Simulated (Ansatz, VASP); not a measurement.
**Two plane-wave programs on BaF2**

```
Ba F
1.0
     0.00000    3.07225    3.07225
     3.07225    0.00000    3.07225
     3.07225    3.07225    0.00000
Ba F
1 2
Cartesian
  0.0000 0.0000 0.0000
  1.5361 1.5361 1.5361
  4.6084 4.6084 4.6084
```

Alike in both runs: task single point; functional PBE; k mesh 6 × 6 × 6; occupations fermi-dirac, width 0.05 eV; no spin polarisation.

```csv
,VASP,Ansatz
version,VASP 6.6.1,Ansatz 0.2.0
potentials or method,"VASP PAW PBE potentials, release 64 (Ba_sv, F_h), cutoff 1350 eV","plane waves, PAW"
valence electrons in the cell,24,24
```

```tsv
	VASP	Ansatz	Ansatz less VASP
pressure (GPa)	4.1	3.0	-1.08
```

The functional is the same, so the differences come from potentials, cutoffs and numerics.

Spin-orbit coupling is off throughout.
